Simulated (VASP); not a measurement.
Write the native input for VASP 6.6.1 that does the following.

```yaml
Task: single point
Functional: r2SCAN
Potentials_or_basis: VASP PAW PBE potentials, release 64 (Ga_d, N)
Cutoff: 520 eV
k_mesh: 12 × 12 × 6
Occupations: gaussian, width 0.05 eV
Spin: no spin polarisation
Dipole_correction: no
Further_INCAR_settings: ALGO = Normal; EDIFF = 1e-07; NBANDS = 26
```

Crystal: GaN.

```
Ga N
1.0
     3.08460    0.00000    0.00000
    -1.54230    2.67134    0.00000
     0.00000    0.00000    5.24349
Ga N
2 2
Direct
  0.33333 0.66667 0.00000
  0.66667 0.33333 0.50000
  0.33333 0.66667 0.37500
  0.66667 0.33333 0.87500
```

This cell differs from its parent crystal: strain -0.030 along x and y, +0.015 along z.

The input as run:

POSCAR

```
GaN
1.0
    3.0845996707      0.0000000000      0.0000000000
   -1.5422998354      2.6713416753      0.0000000000
    0.0000000000      0.0000000000      5.2434900000
Ga N
2 2
Direct
    0.3333333333      0.6666666667      0.0000000000
    0.6666666667      0.3333333333      0.5000000000
    0.3333333333      0.6666666667      0.3750000000
    0.6666666667      0.3333333333      0.8750000000
```

INCAR.step1

```
SYSTEM = GaN
PREC     = Accurate       ! precision mode
ENCUT    = 520            ! plane-wave cutoff, eV
ISMEAR   = 0              ! smearing method
SIGMA    = 0.05           ! smearing width, eV
LREAL    = .False.        ! projectors in reciprocal space
LASPH    = .True.         ! aspherical terms in the spheres
NELM     = 80             ! most SCF steps
NBANDS   = 26             ! bands
GGA      = PE             ! functional
ALGO     = Normal         ! electronic algorithm
EDIFF    = 1E-4           ! SCF threshold, eV
LWAVE    = .True.         ! write WAVECAR
LCHARG   = .False.        ! write CHGCAR
```

INCAR.step2

```
SYSTEM = GaN
PREC     = Accurate       ! precision mode
ENCUT    = 520            ! plane-wave cutoff, eV
EDIFF    = 1E-7           ! SCF threshold, eV
ISMEAR   = 0              ! smearing method
SIGMA    = 0.05           ! smearing width, eV
LREAL    = .False.        ! projectors in reciprocal space
LASPH    = .True.         ! aspherical terms in the spheres
NELM     = 80             ! most SCF steps
ALGO     = Normal         ! electronic algorithm
ISIF     = 2              ! what is computed and relaxed
LWAVE    = .False.        ! write WAVECAR
LCHARG   = .True.         ! write CHGCAR
METAGGA  = R2SCAN         ! meta-GGA
LMIXTAU  = .True.       
LELF     = .True.         ! ELF
LVHAR    = .True.       
NBANDS   = 26             ! bands
ISTART   = 1
```

KPOINTS

```
Automatic mesh
0
Gamma
  12 12 6
  0 0 0
```

Potentials or basis: VASP PAW PBE potentials, release 64 (Ga_d, N).

Command:

```console
$ cat potpaw_PBE.64/Ga_d/POTCAR potpaw_PBE.64/N/POTCAR > POTCAR
$ cp INCAR.step1 INCAR
$ mpirun -np 1 vasp_std > vasp.out
$ cp INCAR.step2 INCAR
$ mpirun -np 1 vasp_std > vasp.out
```

Results of the run:

```json
{"Pressure": "13.0 GPa", "Largest force": "0.429 eV/Å", "Band gap on the k mesh": "2.51 eV"}
```

Caveat: the cell differs from its parent crystal (strain -0.030 along x and y, +0.015 along z); the stress differs along the axes, from 1 to 19 GPa; the PAW data sets were made with another functional, which shifts forces and pressure a little.

Wall time 3.3 min on 1 thread of AMD EPYC 9R45 96-Core Processor (Zen 5) (shared host), peak memory 0.18 GiB.
